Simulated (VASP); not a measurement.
Al2Pt, 6 atoms in the cell. The structure is tetragonal, space group I4/mmm (No. 139). Conventional cell: a = 4.123 Å, b = 4.123 Å, c = 6.162 Å, α = 90.00°, β = 90.00°, γ = 90.00°. Within 3.4 Å of Al (site symmetry -4m2) lie 4 Pt at 2.57 Å and 6 Al at 2.92 to 3.08 Å. Within 3.4 Å of Pt (site symmetry 4/mmm) lie 8 Al at 2.57 Å.  This cell differs from its parent crystal: uniaxial strain along c: +4.5 %.

| Quantity | Value |
| --- | --- |
| Program | VASP 6.6.1 |
| Task | single point |
| Functional | PBEsol |
| Potentials or basis | VASP PAW PBE potentials, release 64 (Al, Pt) |
| Cutoff | 520 eV |
| k mesh | 8 × 8 × 6 |
| Occupations | gaussian, width 0.1 eV |
| Spin | no spin polarisation |
| Dipole correction | no |
| Further INCAR settings | ALGO = Fast; EDIFF = 1e-06; NBANDS = 25 |

Potentials or basis: VASP PAW PBE potentials, release 64 (Al, Pt).

Launch:

```sh
$ cat potpaw_PBE.64/Al/POTCAR potpaw_PBE.64/Pt/POTCAR > POTCAR
$ mpirun -np 1 vasp_std > vasp.out
```

Hardware: 1 thread of AMD EPYC 7R13 (shared host).

Task: Estimate the wall time of this run.

Result: It took 3.4 min on 1 thread of AMD EPYC 7R13, with other jobs on the host, peak memory 0.27 GiB. Counts: scf iterations 16, k points 60.
